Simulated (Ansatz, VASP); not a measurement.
# P: VASP beside Ansatz

Contents of INCAR:

```
SYSTEM = P
PREC     = Accurate       ! precision mode
ENCUT    = 520            ! plane-wave cutoff, eV
EDIFF    = 1E-6           ! SCF threshold, eV
ISMEAR   = -1             ! smearing method
SIGMA    = 0.1            ! smearing width, eV
LREAL    = .False.        ! projectors in reciprocal space
LASPH    = .True.         ! aspherical terms in the spheres
NELM     = 60             ! most SCF steps
ALGO     = Normal         ! electronic algorithm
ISIF     = 2              ! what is computed and relaxed
LWAVE    = .False.        ! write WAVECAR
LCHARG   = .True.         ! write CHGCAR
GGA      = B5             ! functional
ALDAX    = 1.0          
AGGAX    = 1.0          
AGGAC    = 1.0          
ALDAC    = 0.0          
LELF     = .True.         ! ELF
LVHAR    = .True.       
NBANDS   = 12             ! bands
```

The input KPOINTS:

```
Automatic mesh
0
Gamma
  11 11 11
  0 0 0
```

POSCAR

```
P
1.0
    0.0000000000      2.9316280601      2.9316280601
    2.9316280601      0.0000000000      2.9316280601
    2.9316280601      2.9316280601      0.0000000000
P
2
Direct
    0.1250000000      0.1250000000      0.1250000000
    0.8750000000      0.8750000000      0.8750000000
```

Input for Ansatz:

```yaml
crystal:
  lattice:
    - [0.0, 2.9316280601, 2.9316280601]
    - [2.9316280601, 0.0, 2.9316280601]
    - [2.9316280601, 2.9316280601, 0.0]
  atoms:
    - { symbol: P, position: [0.125, 0.125, 0.125] }
    - { symbol: P, position: [0.875, 0.875, 0.875] }
hamiltonian:
  xc: blyp
  pseudopotentials:
    kind: paw
    azcp:
      P: "pseudopotentials/P.paw.azcp"
basis:
  ecutwfc: 420
  fft_grid_basis: typed
kpoints:
  mp_grid: { grid: [11, 11, 11], shift: [0, 0, 0] }
magnetization:
  spin_polarized: false
scf:
  occupations: { method: fermi_dirac, width: 0.1 }
  lower_state_search: "off"
output:
  stress: true
```

Alike in both runs: task single point; functional BLYP; k mesh 11 × 11 × 11; occupations fermi-dirac, width 0.1 eV; no spin polarisation.

|  | VASP | Ansatz |
| --- | --- | --- |
| version | VASP 6.6.1 | Ansatz 0.2.0 |
| potentials or method | VASP PAW PBE potentials, release 64 (P), cutoff 520 eV | plane waves (420 eV) with PAW, scalar-relativistic |
| valence electrons in the cell | 10 | 10 |

VASP gave:

```
pressure (GPa) : -2.8
```

Problem. What did Ansatz give for the same quantities?

Solution. Pressure (GPa): -2.9.

VASP's potentials were made for PBE, not for BLYP.
